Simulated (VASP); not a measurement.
The system is C.

```
CELL_PARAMETERS angstrom
1.80199 0.00000 0.00000
0.00000 1.80199 0.00000
0.00000 0.00000 1.84971
ATOMIC_POSITIONS crystal
C 0.50000 0.50000 0.00000
```

The cell was built from a structure type or drawn by symmetry, and may not be a known phase.

```yaml
Program: VASP 6.6.1
Task: relaxation of cell and atoms
Functional: PBE
Potentials_or_basis: VASP PAW PBE potentials, release 64 (C)
Cutoff: 600 eV
k_mesh: 10 × 10 × 10
Occupations: gaussian, width 0.1 eV
Spin: no spin polarisation
```

At the start: pressure -18.3 GPa; volume 6.01 Å³/atom.

How do energy, volume and symmetry change on relaxing?

Over 8 steps the energy falls by 37.4 meV/atom and the volume is 5.64 Å³/atom (-6.1 %); space group Pm-3m (No. 221, to 0.1 Å) before, P4/mmm (No. 123, to 0.1 Å).

The path:
| step | energy change (eV) | largest force (eV/Å) | pressure (GPa) | volume (Å³) |
| --- | --- | --- | --- | --- |
| 1 | 0.0000 | 0.0000 | -18.27 | 6.01 |
| 2 | -0.0276 | 0.0000 | 13.54 | 5.43 |
| 3 | -0.0333 | 0.0000 | 3.33 | 5.57 |
| 4 | -0.0333 | 0.0000 | 2.49 | 5.59 |
| 5 | -0.0356 | 0.0000 | 4.26 | 5.58 |
| 6 | -0.0368 | 0.0000 | 3.56 | 5.58 |
| 7 | -0.0372 | 0.0000 | -1.88 | 5.67 |
| 8 | -0.0374 | 0.0000 | 0.00 | 5.64 |

Final structure:
```
CELL_PARAMETERS angstrom
1.74222 0.00000 0.00000
0.00000 1.74222 0.00000
0.00000 0.00000 1.85750
ATOMIC_POSITIONS crystal
C 0.50000 0.50000 0.00000
```
